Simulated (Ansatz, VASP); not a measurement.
## SrTiO3: VASP beside Ansatz

```xyz
5
Lattice="3.8914 0.0000 0.0000 0.0000 3.8914 0.0000 0.0000 0.0000 3.8914" Properties=species:S:1:pos:R:3 pbc="T T T"
Sr    0.1633    0.0000    0.0000
Ti    1.7388    1.9457    1.9457
O    -0.0736    1.9457    1.9457
O     1.8448    0.0000    1.9457
O     1.8448    1.9457    0.0000
```

Change from the starting cell: mode 1 frozen in at -0.031 Å and mode 7 at -0.224 Å (largest displacements).

Alike in both runs: task single point; functional PBEsol; k mesh 8 × 8 × 8; occupations gaussian, width 0.05 eV; no spin polarisation.

|  | VASP | Ansatz |
| --- | --- | --- |
| version | VASP 6.6.1 | Ansatz 0.2.0 |
| potentials or method | VASP PAW PBE potentials, release 64 (Sr_sv, Ti_sv, O), cutoff 520 eV | scalar-relativistic, plane waves, PAW |
| valence electrons in the cell | 40 | 40 |

```tsv
	VASP	Ansatz	Ansatz less VASP
gap on the k mesh at the Fermi level (eV)	1.87	1.91	+0.037
least direct gap on the mesh (eV)	2.30	2.32	+0.019
pressure (GPa)	4.2	3.5	-0.71
traceless stress, the component that is largest in VASP (GPa)	1.31	1.25	-0.056
rms of the force components (eV/Å)	0.520	0.495	-0.0251
```

VASP's potentials were made for PBE, not for PBEsol, and Ansatz warns of the same on its side. Atom by atom the forces differ by 0.029 eV/Å (rms over components). With one functional, cell and mesh, what is left measures potentials, basis and numerics.
